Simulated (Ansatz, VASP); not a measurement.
Cu: VASP beside Ansatz

```
Cu
1.0
     0.00000    1.80750    1.80750
     1.80750    0.00000    1.80750
     1.80750    1.80750    0.00000
Cu
1
Cartesian
  0.0000 0.0000 0.0000
```

Alike in both runs: task single point; functional PBE; k mesh 6 × 6 × 6; occupations fermi-dirac, width 0.2 eV; no spin polarisation.

|  | VASP | Ansatz |
| --- | --- | --- |
| version | VASP 6.6.1 | Ansatz 0.2.0 |
| potentials or method | VASP PAW PBE potentials, release 64 (Cu), cutoff 600 eV | plane waves, PAW |
| valence electrons in the cell | 11 | 19 |

```csv
,VASP,Ansatz,Ansatz less VASP
pressure (GPa),3.5,2.9,-0.64
```

VASP's potentials hold 11 valence electrons a cell and Ansatz's 19, so a difference there can come from the potentials and not from the codes. Ansatz's warnings: stress scf threshold loose.

The k mesh is coarse, so the values compare programs but aren't converged.
